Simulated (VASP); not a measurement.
A run of VASP 6.6.1:

The input INCAR:

```
SYSTEM = BAs
ALGO = Normal
EDIFF = 1E-6
ENCUT = 600
GGA = PE
GGA_COMPAT = .False.
ISIF = 2
ISMEAR = 0
LASPH = .True.
LCHARG = .False.
LREAL = .False.
LWAVE = .False.
NBANDS = 26
NELM = 120
PREC = Accurate
SIGMA = 0.01
```

Contents of KPOINTS:

```
k-points
0
Gamma
  9 9 2
  0 0 0
```

The input POSCAR:

```
BAs
1.0
    3.4178559526      0.0000000000      0.0000000000
   -1.7089279763      2.9599500814      0.0000000000
    0.0000000000      0.0000000000     10.0951248428
B As
2 2
Direct
    0.3333333333      0.6666666667      0.2500000000
    0.6666666667      0.3333333333      0.7500000000
    0.6666666667      0.3333333333      0.2500000000
    0.3333333333      0.6666666667      0.7500000000
```

Potentials or basis: VASP PAW PBE potentials, release 64 (B, As_d).

Command:

```console
$ cat potpaw_PBE.64/B/POTCAR potpaw_PBE.64/As_d/POTCAR > POTCAR
$ mpirun -np 1 vasp_std > vasp.out
```

Hardware: 1 thread of Intel(R) Xeon(R) Platinum 8375C CPU @ 2.90GHz (Ice Lake), on a shared host.

How long does it take, and how much memory?

It took 66 s on 1 thread of Intel(R) Xeon(R) Platinum 8375C CPU @ 2.90GHz (Ice Lake), on a shared host, peak memory 0.27 GiB. Counts: scf iterations 14, k points 24.
